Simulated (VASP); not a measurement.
Wanted: the native input for a VASP 6.6.1 run.

```
Task                   : single point
Functional             : LDA
Potentials or basis    : VASP PAW LDA potentials, release 64 (Al, N)
Cutoff                 : 520 eV
k mesh                 : 9 × 9 × 6
Occupations            : gaussian, width 0.05 eV
Spin                   : no spin polarisation
Dipole correction      : no
Further INCAR settings : ALGO = Normal; EDIFF = 1e-06; NBANDS = 16
```

The structure of AlN lies in POSCAR:

```
AlN
1.0
    3.0886152983      0.0000000000     -0.1544307649
   -1.5443076491      2.6748193108      0.0772153825
   -0.2471792133      0.0000000000      4.8115905661
Al N
2 2
Direct
    0.3390957139      0.6669035495     -0.0008849864
    0.6721921644      0.3330964505      0.4991150136
    0.3287231698      0.6687342179      0.3858849864
    0.6599889520      0.3312657821      0.8858849864
```

This cell differs from its parent crystal: engineering shear strain xz -0.1000, normal strain along z -0.0267.

One way to write it, as run:

INCAR

```
SYSTEM = AlN
ALGO     = Normal         ! electronic algorithm
EDIFF    = 1E-6           ! SCF threshold, eV
ENCUT    = 520            ! plane-wave cutoff, eV
ISIF     = 2              ! what is computed and relaxed
ISMEAR   = 0              ! smearing method
LASPH    = .True.         ! aspherical terms in the spheres
LCHARG   = .False.        ! write CHGCAR
LREAL    = .False.        ! projectors in reciprocal space
LWAVE    = .False.        ! write WAVECAR
NBANDS   = 16             ! bands
NELM     = 80             ! most SCF steps
PREC     = Accurate       ! precision mode
SIGMA    = 0.05           ! smearing width, eV
```

KPOINTS

```
k-points
0
Gamma
  9 9 6
  0 0 0
```

Potentials or basis: VASP PAW LDA potentials, release 64 (Al, N).

Launch:

```sh
$ cat potpaw_LDA.64/Al/POTCAR potpaw_LDA.64/N/POTCAR > POTCAR
$ mpirun -np 1 vasp_std > vasp.out
```

It gave:

* Pressure: 6.5 GPa
* Largest force: 0.016 eV/Å
* Band gap on the k mesh: 4.17 eV, direct

Caveat: the cell differs from its parent crystal (engineering shear strain xz -0.1000, normal strain along z -0.0267).

Run time: 23 s on 1 thread of Intel(R) Xeon(R) 6975P-C (Granite Rapids) (shared host), peak memory 0.18 GiB.
